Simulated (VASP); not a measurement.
A run of VASP 6.6.1 is set up as follows.

Contents of INCAR:

```
SYSTEM = Au
PREC     = Accurate       ! precision mode
ENCUT    = 520            ! plane-wave cutoff, eV
EDIFF    = 1E-6           ! SCF threshold, eV
ISMEAR   = -1             ! smearing method
SIGMA    = 0.1            ! smearing width, eV
LREAL    = .False.        ! projectors in reciprocal space
LASPH    = .True.         ! aspherical terms in the spheres
NELM     = 80             ! most SCF steps
ALGO     = Normal         ! electronic algorithm
ISIF     = 2              ! what is computed and relaxed
LWAVE    = .False.        ! write WAVECAR
LCHARG   = .False.        ! write CHGCAR
GGA      = PS             ! functional
NBANDS   = 30             ! bands
```

File KPOINTS:

```
regular mesh
0
Gamma
  14 14 4
  0 0 0
```

File POSCAR:

```
Au
1.0
    2.8295335185      0.0000000000      0.0000000000
   -1.4147667592      2.4504479079      0.0000000000
    0.0000000000      0.0000000000      9.4246916240
Au
4
Direct
    0.0000000000      0.0000000000      1.0000000000
    0.0000000000      0.0000000000      0.5000000000
    0.3333333333      0.6666666667      0.2500000000
    0.6666666667      0.3333333333      0.7500000000
```

Potentials or basis: VASP PAW PBE potentials, release 64 (Au).

Run with:

```console
$ cat potpaw_PBE.64/Au/POTCAR > POTCAR
$ mpirun -np 1 vasp_std > vasp.out
```

Problem. What does it give for the band gap on the k mesh?

Solution. Zero (band 22 reaches 12.66 eV, above the bottom of band 23 at 7.65 eV).

Problem. What does it give for the pressure?

Solution. 7.7 GPa.

Stress tensor (GPa, compression positive):
```
8.04 0.00 0.00
0.00 8.04 0.00
0.00 0.00 7.16
```

Caveat: the PAW data sets were made with another functional, which shifts forces and pressure a little; spin-orbit coupling is left out, which moves the levels of the heavy elements.
